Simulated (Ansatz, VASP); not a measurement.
## C: VASP beside Ansatz

```
C
1.0
     2.54776    0.00000    0.00000
    -1.27388    2.20642    0.00000
     0.00000    0.00000    7.83066
C
8
Cartesian
  0.0000 0.0000 0.6820
  0.0000 0.0000 4.5973
  0.0000 0.0000 3.2333
  0.0000 0.0000 7.1487
  0.0000 1.4709 1.2536
  1.2739 0.7355 5.1689
  0.0000 1.4709 2.6617
  1.2739 0.7355 6.5771
```

Change from the starting cell: mode 21 frozen in at -0.048 Å, strain +e along z and -e/2 along x and y -0.0467.

Alike in both runs: task single point; functional LDA; k mesh 12 × 12 × 4; occupations gaussian, width 0.05 eV; no spin polarisation.

|  | VASP | Ansatz |
| --- | --- | --- |
| version | VASP 6.6.1 | Ansatz 0.2.0 |
| potentials or method | VASP PAW LDA potentials, release 64 (C), cutoff 520 eV | scalar-relativistic, plane waves, PAW |
| valence electrons in the cell | 32 | 32 |

```csv
,VASP,Ansatz,Ansatz less VASP
gap on the k mesh at the Fermi level (eV),3.01,3.01,+0.001
least direct gap on the mesh (eV),3.01,3.01,+0.001
pressure (GPa),14.4,12.7,-1.62
"traceless stress, the component that is largest in VASP (GPa)",83.53,83.01,-0.525
rms of the force components (eV/Å),2.943,2.926,-0.0165
```

Ansatz warns that its potentials were made for another functional, while VASP's fit it. LDA's correlation is that of Perdew and Zunger in VASP and of Perdew and Wang (1992) in Ansatz. Atom by atom the forces differ by 0.017 eV/Å (rms over components).
